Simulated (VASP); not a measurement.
Set up this calculation in VASP 6.6.1, as the native input.

```
Task                   : relaxation of shape and atoms at fixed volume
Functional             : PBE
Potentials or basis    : VASP PAW PBE potentials, release 64 (Zr_sv)
Cutoff                 : 600 eV
k mesh                 : 15 × 15 × 8
Occupations            : fermi-dirac, width 0.05 eV
Spin                   : no spin polarisation
Dipole correction      : no
Further INCAR settings : ALGO = Normal; EDIFF = 1e-06; IBRION = 2; EDIFFG = -0.005; NSW = 50; ISIF = 4
```

The structure of Zr lies in POSCAR:

```
Zr
1.0
    2.5985741677      0.0000000000      0.0000000000
   -1.2992870839      2.2504312429      0.0000000000
    0.0000000000      0.0000000000      4.1588500770
Zr
2
Direct
    0.3333333333      0.6666666667      0.2500000000
    0.6666666667      0.3333333333      0.7500000000
```

The input as run:

INCAR

```
SYSTEM = Zr
ALGO = Normal
EDIFF = 1E-6
EDIFFG = -0.005
ENCUT = 600
GGA = PE
IBRION = 2
ISIF = 4
ISMEAR = -1
LASPH = .TRUE.
LCHARG = .FALSE.
LREAL = .FALSE.
LWAVE = .FALSE.
NELM = 60
NSW = 50
PREC = Accurate
SIGMA = 0.05
```

KPOINTS

```
k-points
0
G
  15 15 8
  0 0 0
```

Potentials or basis: VASP PAW PBE potentials, release 64 (Zr_sv).

Command:

```sh
$ cat potpaw_PBE.64/Zr_sv/POTCAR > POTCAR
$ mpirun -np 1 vasp_std > vasp.out
```

Results of the run:

- Energy gained by relaxing: 110.9 meV/atom
- Ionic steps: 16
- Pressure after relaxing: 171.8 GPa
- Band gap on the k mesh: zero (bands 12 and 13 overlap by 1.55 eV)

Wall time 3.9 min on 1 thread of Intel(R) Xeon(R) Platinum 8259CL CPU @ 2.50GHz (Skylake/Cascade Lake) (shared host), peak memory 0.19 GiB.
